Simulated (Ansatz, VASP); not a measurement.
## One calculation of Si16O, two programs

```
Si O
1.0
     0.00000    5.43000    5.43000
     5.43000    0.00000    5.43000
     5.43000    5.43000    0.00000
Si O
16 1
Cartesian
  0.0074 0.1008 -0.0710
  1.3758 1.3688 1.3571
  2.7312 2.7113 -0.0169
  3.8985 4.3229 1.2389
  2.6983 -0.0059 2.7270
  4.0509 1.4321 3.9986
  5.1926 2.9808 2.6376
  6.7700 4.0498 4.0639
  0.0252 2.6449 2.7925
  1.3601 4.0605 4.0994
  2.9025 5.4117 3.0247
  4.3087 6.7173 4.3407
  2.7142 2.7262 5.4227
  4.0638 3.9959 6.8873
  5.5984 5.3031 5.6724
  6.5931 7.0843 6.7661
  7.4532 6.7922 8.1593
```

Alike in both runs: functional PBE; k mesh 2 × 2 × 2; occupations fermi-dirac, width 0.02 eV; collinear spin.

Ansatz relaxed the structure, and its values are those at the end. VASP's run is a single point on that final structure, the one shown.

|  | VASP | Ansatz |
| --- | --- | --- |
| version | VASP 6.6.1 | Ansatz 0.2.0 |
| potentials or method | VASP PAW PBE potentials, release 64 (Si, O), cutoff 520 eV | scalar-relativistic, plane waves, PAW |
| valence electrons in the cell | 70 | 70 |

Ansatz gave:

```
rms of the force components (eV/Å) : 0.007
net moment per atom (μB)           : 0.00
```

Problem. What did VASP give for the same quantities?

Solution. rms of the force components (eV/Å): 0.016; net moment per atom (μB): 0.00.

Ansatz's warnings: filled band counts differ across k points, seeded moment not kept.

The k mesh is coarse, so the values compare programs but aren't converged.
